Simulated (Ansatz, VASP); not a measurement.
## ZnCu: VASP beside Ansatz

```xyz
2
Lattice="2.9252 0.0000 0.0000 0.0000 2.9252 0.0000 0.0000 0.0000 2.9252" Properties=species:S:1:pos:R:3 pbc="T T T"
Zn    1.4626    1.4626    1.4626
Cu    0.0000    0.0000    0.0000
```

Change from the starting cell: volume scaled by 0.98, crystal datasets.

Alike in both runs: task electric field gradients; functional PBEsol; k mesh 14 × 14 × 14; occupations fermi-dirac, width 0.05 eV; no spin polarisation.

|  | VASP | Ansatz |
| --- | --- | --- |
| version | VASP 6.6.1 | Ansatz 0.2.0 |
| potentials or method | VASP PAW PBE potentials, release 64 (Zn, Cu), cutoff 520 eV | all-electron PAW with datasets made for the crystal, scalar-relativistic |

Ansatz gave:

```
pressure (GPa) : -2.3
```

**Question.** Which values does VASP return?

**Answer.** Pressure (GPa): -1.6.

VASP's potentials were made for PBE, not for PBEsol. Ansatz ran all-electron here, and VASP with PAW potentials.
